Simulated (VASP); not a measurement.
# Pt (Im-3m) in VASP: further runs

Runs on Pt. Level: PBE. Tasks: single point.

Program: VASP 6.6.1. These are calculated values, not measurements. Logs are shortened: lines on timing, memory, paths and dates and some standing lists are left out, and cuts for length are marked.

## 1. The cell of the first run

Symmetry: Im-3m, No. 229, cubic system. The conventional cell has a = 3.168 Å, b = 3.168 Å, c = 3.168 Å, α = 90.00°, β = 90.00°, γ = 90.00°. Within 3.6 Å of Pt (site symmetry m-3m) lie 14 Pt at 2.74 to 3.17 Å.

## 2. Single point, PBE

The input, INCAR:

```
PREC = Accurate ; ENCUT = 520
EDIFF = 1E-6 ; ISMEAR = 0
SIGMA = 0.016 ; LREAL = F
LASPH = T ; NELM = 100
ALGO = Fast ; ISIF = 2
LWAVE = F ; LCHARG = F
GGA = PE ; NBANDS = 11
```

The input, KPOINTS:

```
Automatic mesh
0
Gamma
  12 12 12
```

The input, POSCAR:

```
Pt
1.0
   -1.5842200000      1.5842200000      1.5842200000
    1.5842200000     -1.5842200000      1.5842200000
    1.5842200000      1.5842200000     -1.5842200000
Pt
1
Direct
    0.0000000000      0.0000000000      0.0000000000
```

Potentials or basis: VASP PAW PBE potentials, release 64 (Pt).

Run with:

```sh
$ cat potpaw_PBE.64/Pt/POTCAR > POTCAR
$ mpirun -np 1 vasp_std > vasp.out
```

OUTCAR:

```text
PREC = Accurate
   ENCUT = 520
   EDIFF = 1E-6
   ISMEAR = 0
   LREAL = F
   LASPH = T
   NELM = 100
   ISIF = 2
   GGA = PE

 ion  position               nearest neighbor table
   1  0.000  0.000  0.000-

  LATTYP: Found a body centered cubic cell.
 ALAT       =     3.1684400000

  Lattice vectors:

 A1 = (  -1.5842200000,   1.5842200000,   1.5842200000)
 A2 = (   1.5842200000,  -1.5842200000,   1.5842200000)
 A3 = (   1.5842200000,   1.5842200000,  -1.5842200000)

Analysis of symmetry for initial positions (statically):
=====================================================================
 Subroutine PRICEL returns:
 Original cell was already a primitive cell.

 Routine SETGRP: Setting up the symmetry group for a
 body centered cubic supercell.

 Subroutine GETGRP returns: Found 48 space group operations
[... 9 lines left out ...]

 Routine SETGRP: Setting up the symmetry group for a
 body centered cubic supercell.

 Subroutine GETGRP returns: Found 48 space group operations
[... 11 lines left out ...]
                                     Primitive cell

  volume of cell :      15.9040

  direct lattice vectors                    reciprocal lattice vectors
    -1.584220000  1.584220000  1.584220000     0.000000000  0.315612731  0.315612731
     1.584220000 -1.584220000  1.584220000     0.315612731  0.000000000  0.315612731
     1.584220000  1.584220000 -1.584220000     0.315612731  0.315612731  0.000000000

  length of vectors
     2.743949530  2.743949530  2.743949530     0.446343804  0.446343804  0.446343804

  position of ions in fractional coordinates (direct lattice)
     0.000000000  0.000000000  0.000000000

  ion indices of the primitive-cell ions
   primitive index   ion index
                 1           1

----------------------------------------------------------------------------------------

 KPOINTS: Automatic mesh

Automatic generation of k-mesh.
 Grid dimensions read from file:
 generate k-points for:   12   12   12

 Generating k-lattice:

  Cartesian coordinates                     Fractional coordinates (reciprocal lattice)
     0.000000000  0.026301061  0.026301061     0.083333333  0.000000000  0.000000000
     0.026301061  0.000000000  0.026301061     0.000000000  0.083333333  0.000000000
     0.026301061  0.026301061  0.000000000     0.000000000  0.000000000  0.083333333

  Length of vectors
     0.037195317  0.037195317  0.037195317
[... 51 lines left out ...]
   LASPH  =      T    aspherical Exc in radial PAW
   ENCUT  =  520.0 eV  38.22 Ry    6.18 a.u.   5.10  5.10  5.10*2*pi/ulx,y,z
   NELM   =    100;   NELMIN=  2; NELMDL= -5     # of ELM steps
   EDIFF  = 0.1E-05   stopping-criterion for ELM
   LREAL  =      F    real-space projection
   EDIFFG = 0.1E-04   stopping-criterion for IOM
   NSW    =      0    number of steps for IOM
   IBRION =     -1    ionic relax: 0-MD 1-quasi-New 2-CG
   NFREE  =      0    steps in history (QN), initial steepest desc. (CG)
   ISIF   =      2    stress and relaxation
   ISYM   =      2    0-nonsym 1-usesym 2-fastsym
   POTIM  = 0.5000    time-step for ionic-motion
   TEBEG  =    0.0;   TEEND  =   0.0 temperature during run
   PSTRESS=    0.0 pullay stress
   NELECT =      10.0000    total number of electrons
   NUPDOWN=      -1.0000    fix difference up-down
   EMIN   =  10.00;   EMAX   =-10.00  energy-range for DOS
   EFERMI =   0.00;   METHOD = LEGACY
   ISMEAR =     0;   SIGMA  =   0.02  broadening in eV -4-tet -1-fermi 0-gaus
   EFERMI_NEDOS =   21; number of points for ismear=-14 and -15
   IALGO  =     68    algorithm
   IMIX   =      4    mixing-type and parameters
     AMIX     =   0.40;   BMIX     =  1.00
     AMIX_MAG =   1.60;   BMIX_MAG =  1.00
  volume/ion in A,a.u.               =      15.90       107.33
  Fermi-wavevector in a.u.,A,eV,Ry     =   1.402510  2.650360 26.763132  1.967035
  Thomas-Fermi vector in A             =   2.525265
   LORBIT       =      0    0 simple, 1 ext, 2 COOP (PROOUT), +10 PAW based schemes
   GGA     = PE    functional components
   LHFCALC =     F    Hartree Fock is set to
   AEXX    =    0.0000 exact exchange contribution
   IVDW    =     0    specifies the selected vdW correction
   LEPSILON=     F    determine dielectric tensor
   LRPA    =     F    only Hartree local field effects (RPA)
 non-spin polarized calculation
 RMM-DIIS sequential band-by-band and
 Gauss-broadening in eV      SIGMA  =   0.02
  energy-cutoff  :      520.00
  volume of cell :       15.90
 maximum number of plane-waves:       442
   NGX = 11   NGY = 11   NGZ = 11

 number of electron      10.0000000 magnetization

 Free energy of the ion-electron system (eV)
  ---------------------------------------------------
  ext. energy  EPLUGINS =         0.00000000
  ---------------------------------------------------
  free energy    TOTEN  =        -6.01650821 eV

  energy without entropy =       -6.01644100  energy(sigma->0) =       -6.01647460

 E-fermi :   9.9599     XC(G=0): -13.1651

 val. band max:        9.9595949720   @ k =   0.5000   0.5000   0.4167
 cond. band min:      10.0458108190   @ k =  -0.4167  -0.4167   0.1667
 fundamental gap:      0.0862158471
 Fermi energy:         9.9598703355

 k-point     1 :       0.0000    0.0000    0.0000
  band No.  band energies     occupation
      1       0.6544      2.00000
      2       6.6375      2.00000
      3       6.6375      2.00000
      4       6.6375      2.00000
      5       9.0949      2.00000
      6       9.0949      2.00000
      7      27.1840      0.00000
      8      27.1840      0.00000
      9      27.1840      0.00000
     10      37.1381      0.00000
     11      37.1534      0.00000
[... 309 lines left out ...]
 k-point    24 :       0.4167    0.0833    0.0833
  band No.  band energies     occupation
      1       4.0542      2.00000
      2       5.2338      2.00000
      3       8.5066      2.00000
      4       9.0485      2.00000
      5       9.4261      2.00000
      6      13.4418      0.00000
      7      15.9731      0.00000
      8      23.2321      0.00000
      9      23.9559      0.00000
     10      34.0662      0.00000
     11      34.6444      0.00000

 [... further k-points ...]
[... 5 lines left out ...]
  --------------------------------------------------------------------------------------
  -------------------------------------------------------------------------------------
  Total       -0.1861388     -0.1861388     -0.1861388      0.0000000     -0.0000000      0.0000000
  in kB      -18.7517155    -18.7517155    -18.7517155      0.0000000     -0.0000000      0.0000000
  external PRESSURE =     -18.7517155 kB  Pullay stress =       0.0000000 kB

 VOLUME and BASIS-vectors are now :
 -----------------------------------------------------------------------------
  energy-cutoff  :      520.00
  volume of cell :       15.90
      direct lattice vectors                 reciprocal lattice vectors
    -1.584220000  1.584220000  1.584220000     0.000000000  0.315612731  0.315612731
     1.584220000 -1.584220000  1.584220000     0.315612731  0.000000000  0.315612731
     1.584220000  1.584220000 -1.584220000     0.315612731  0.315612731  0.000000000

 POSITION                                       TOTAL-FORCE (eV/Angst)
 -----------------------------------------------------------------------------------
      0.00000      0.00000      0.00000         0.000000      0.000000      0.000000
 -----------------------------------------------------------------------------------
    total drift:                               -0.000000     -0.000000      0.000000

  FREE ENERGIE OF THE ION-ELECTRON SYSTEM (eV)
  ---------------------------------------------------
  free  energy   TOTEN  =        -6.0165082092 eV

  energy  without entropy=       -6.0164409982  energy(sigma->0) =       -6.01647460
```

stdout:

```text
POSCAR found type information on POSCAR Pt
 POSCAR found :  1 types and       1 ions
 scaLAPACK will be used
 LDA part: xc-table for (Slater+PW92), standard interpolation
 POSCAR, INCAR and KPOINTS ok, starting setup
 FFT: planning ... GRIDC
 FFT: planning ... GRID_SOFT
 FFT: planning ... GRID
 WAVECAR not read
 entering main loop
```

Run time: 8.8 s. Hardware: 1 thread of AMD EPYC 7R13 (Zen 3), shared host; peak memory 0.1 GiB.

Results:

```yaml
Free_energy: -6.0165 eV
Pressure: -1.9 GPa
Band_gap_on_the_k_mesh: zero (band 5 reaches 11.08 eV, above the bottom of band 6 at 8.94 eV)
```

Caveat: spin-orbit coupling is left out, which moves the levels of the heavy elements.

## 3. Single point, PBE

The input, INCAR:

```
SYSTEM = Pt
ALGO = Fast ; EDIFF = 1E-6
ENCUT = 520 ; GGA = PE
ISIF = 2 ; ISMEAR = 0
LASPH = .True. ; LCHARG = .False.
LREAL = .False. ; LWAVE = .False.
NBANDS = 11 ; NELM = 60
PREC = Accurate ; SIGMA = 0.017
```

The input, KPOINTS:

```
k-points
0
Gamma
  12 12 12
  0 0 0
```

POSCAR is that of step 2.

Potentials or basis: VASP PAW PBE potentials, release 64 (Pt).

Run with:

```sh
$ cat potpaw_PBE.64/Pt/POTCAR > POTCAR
$ mpirun -np 1 vasp_std > vasp.out
```

OUTCAR:

```text
SYSTEM = Pt
   EDIFF = 1E-6
   ENCUT = 520
   GGA = PE
   ISIF = 2
   ISMEAR = 0
   LASPH = .True.
   LREAL = .False.
   NELM = 60
   PREC = Accurate

 ion  position               nearest neighbor table
   1  0.000  0.000  0.000-

  LATTYP: Found a body centered cubic cell.
 ALAT       =     3.1684400000

  Lattice vectors:

 A1 = (  -1.5842200000,   1.5842200000,   1.5842200000)
 A2 = (   1.5842200000,  -1.5842200000,   1.5842200000)
 A3 = (   1.5842200000,   1.5842200000,  -1.5842200000)

Analysis of symmetry for initial positions (statically):
=====================================================================
 Subroutine PRICEL returns:
 Original cell was already a primitive cell.

 Routine SETGRP: Setting up the symmetry group for a
 body centered cubic supercell.

 Subroutine GETGRP returns: Found 48 space group operations
[... 9 lines left out ...]

 Routine SETGRP: Setting up the symmetry group for a
 body centered cubic supercell.

 Subroutine GETGRP returns: Found 48 space group operations
[... 11 lines left out ...]
                                     Primitive cell
[... 135 lines left out ...]

  energy without entropy =       -6.01643886  energy(sigma->0) =       -6.01647567

 E-fermi :   9.9600     XC(G=0): -13.1651

 val. band max:        9.9595989380   @ k =   0.5000   0.5000   0.4167
 cond. band min:      10.0458145573   @ k =  -0.4167  -0.4167   0.1667
 fundamental gap:      0.0862156193
 Fermi energy:         9.9600442088

 k-point     1 :       0.0000    0.0000    0.0000
  band No.  band energies     occupation
      1       0.6544      2.00000
      2       6.6375      2.00000
      3       6.6375      2.00000
      4       6.6375      2.00000
      5       9.0949      2.00000
      6       9.0949      2.00000
      7      27.1840      0.00000
      8      27.1840      0.00000
      9      27.1840      0.00000
     10      37.1381      0.00000
     11      37.1534      0.00000
[... 309 lines left out ...]
 k-point    24 :       0.4167    0.0833    0.0833
  band No.  band energies     occupation
      1       4.0542      2.00000
      2       5.2338      2.00000
      3       8.5066      2.00000
      4       9.0485      2.00000
      5       9.4261      2.00000
      6      13.4418      0.00000
      7      15.9731      0.00000
      8      23.2321      0.00000
      9      23.9559      0.00000
     10      34.0662      0.00000
     11      34.6444      0.00000

 [... further k-points ...]
[... 5 lines left out ...]
  --------------------------------------------------------------------------------------
  -------------------------------------------------------------------------------------
  Total       -0.1861323     -0.1861323     -0.1861323      0.0000000     -0.0000000      0.0000000
  in kB      -18.7510631    -18.7510631    -18.7510631      0.0000000     -0.0000000      0.0000000
  external PRESSURE =     -18.7510631 kB  Pullay stress =       0.0000000 kB

 VOLUME and BASIS-vectors are now :
 -----------------------------------------------------------------------------
  energy-cutoff  :      520.00
  volume of cell :       15.90
      direct lattice vectors                 reciprocal lattice vectors
    -1.584220000  1.584220000  1.584220000     0.000000000  0.315612731  0.315612731
     1.584220000 -1.584220000  1.584220000     0.315612731  0.000000000  0.315612731
     1.584220000  1.584220000 -1.584220000     0.315612731  0.315612731  0.000000000

 POSITION                                       TOTAL-FORCE (eV/Angst)
 -----------------------------------------------------------------------------------
      0.00000      0.00000      0.00000        -0.000000      0.000000      0.000000
 -----------------------------------------------------------------------------------
    total drift:                                0.000000     -0.000000      0.000000

  FREE ENERGIE OF THE ION-ELECTRON SYSTEM (eV)
  ---------------------------------------------------
  free  energy   TOTEN  =        -6.0165124734 eV

  energy  without entropy=       -6.0164388627  energy(sigma->0) =       -6.01647567
```

OSZICAR:

```text
N       E                     dE             d eps       ncg     rms          rms(c)
DAV:   1     0.391633653225E+02    0.39163E+02   -0.53069E+03  1648   0.839E+02
DAV:   2    -0.578368076712E+01   -0.44947E+02   -0.42696E+02  1809   0.172E+02
DAV:   3    -0.637530729960E+01   -0.59163E+00   -0.58687E+00  1839   0.190E+01
DAV:   4    -0.637769862279E+01   -0.23913E-02   -0.23910E-02  1833   0.142E+00
DAV:   5    -0.637771853081E+01   -0.19908E-04   -0.19908E-04  1869   0.120E-01    0.107E+01
RMM:   6    -0.604971045116E+01    0.32801E+00   -0.33535E-01  1586   0.491E+00    0.567E+00
RMM:   7    -0.601919002370E+01    0.30520E-01   -0.56947E-02  1667   0.219E+00    0.233E+00
RMM:   8    -0.601663120750E+01    0.25588E-02   -0.56536E-03  1710   0.673E-01    0.462E-01
RMM:   9    -0.601649904688E+01    0.13216E-03   -0.57444E-04  1809   0.210E-01    0.660E-02
RMM:  10    -0.601650999232E+01   -0.10945E-04   -0.93855E-05  1854   0.734E-02    0.700E-02
RMM:  11    -0.601651222236E+01   -0.22300E-05   -0.18475E-05  1788   0.289E-02    0.926E-03
RMM:  12    -0.601651247339E+01   -0.25103E-06   -0.39120E-06  1475   0.141E-02
   1 F= -.60165125E+01 E0= -.60164757E+01  d E =-.736107E-04
```

stdout:

```text
POSCAR found type information on POSCAR Pt
 POSCAR found :  1 types and       1 ions
 scaLAPACK will be used
 LDA part: xc-table for (Slater+PW92), standard interpolation
 POSCAR, INCAR and KPOINTS ok, starting setup
 FFT: planning ... GRIDC
 FFT: planning ... GRID_SOFT
 FFT: planning ... GRID
 WAVECAR not read
 entering main loop
```

Run time: 8.9 s. Hardware: 1 thread of AMD EPYC 7R13 (Zen 3), shared host; peak memory 0.1 GiB.

What came out:

| Quantity | Value |
| --- | --- |
| Free energy | -6.0165 eV |
| Pressure | -1.9 GPa |
| Band gap on the k mesh | zero (band 5 reaches 11.08 eV, above the bottom of band 6 at 8.94 eV) |

Caveat: spin-orbit coupling is left out, which moves the levels of the heavy elements.

## 4. Single point, PBE

The input, INCAR:

```
SYSTEM = Pt
  PREC = Accurate
  ENCUT = 520
  EDIFF = 1E-7
  ISMEAR = 0
  SIGMA = 0.018000000000000002
  LREAL = .FALSE.
  LASPH = .TRUE.
  NELM = 80
  ALGO = Normal
  ISIF = 2
  LWAVE = .FALSE.
  LCHARG = .TRUE.
  GGA = PE
  LELF = .TRUE.
  LVHAR = .TRUE.
  NBANDS = 11
```

The input, KPOINTS:

```
Automatic mesh
0
G
  12 12 12
  0 0 0
```

POSCAR is that of step 3.

Run with:

```sh
$ cat potpaw_PBE.64/Pt/POTCAR > POTCAR
$ mpirun -np 1 vasp_std > vasp.out
```

Wall time 8.2 s (1 thread of AMD EPYC 7R13 (Zen 3), shared host); peak memory 0.1 GiB.

Results (log left out):

| Item | Value |
| --- | --- |
| Free energy | -6.0165 eV |
| Pressure | -1.9 GPa |
| Band gap on the k mesh | zero (band 5 reaches 11.08 eV, above the bottom of band 6 at 8.94 eV) |

Levels at points of the mesh, in eV from the Fermi level:
| k point | band 1 | band 2 | band 3 | band 4 | band 5 | band 6 | band 7 | band 8 | band 9 | band 10 |
| --- | --- | --- | --- | --- | --- | --- | --- | --- | --- | --- |
| (0.00, 0.00, 0.00) | -9.31 | -3.32 | -3.32 | -3.32 | -0.87 | -0.87 | 17.22 | 17.22 | 17.22 | 27.18 |
| (0.50, 0.00, 0.00) | -6.38 | -4.73 | -1.05 | -0.55 | 0.41 | 1.15 | 6.36 | 13.39 | 15.92 | 24.11 |
| (0.50, 0.50, 0.50) | -5.88 | -5.88 | 0.64 | 0.64 | 0.64 | 7.78 | 7.78 | 7.78 | 12.81 | 19.05 |

Caveat: spin-orbit coupling is left out, which moves the levels of the heavy elements.

## 5. Summary

```tsv
smearing	gap on the mesh (eV)	pressure (GPa)
gaussian 0.016 eV	none	-1.9
gaussian 0.017 eV	none	-1.9
gaussian 0.018 eV	none	-1.9
```

Alike in all rows: task single point; level PBE; potentials or basis VASP PAW PBE potentials, release 64 (Pt); no spin polarisation; cell as given; k mesh 12 × 12 × 12; cutoff (eV) 520.

Every run on the cell as given and a fine mesh finds a metal.

Caveats: spin-orbit coupling is left out, which moves the levels of the heavy elements.

Absolute energies hang on the potentials; compare differences alone.
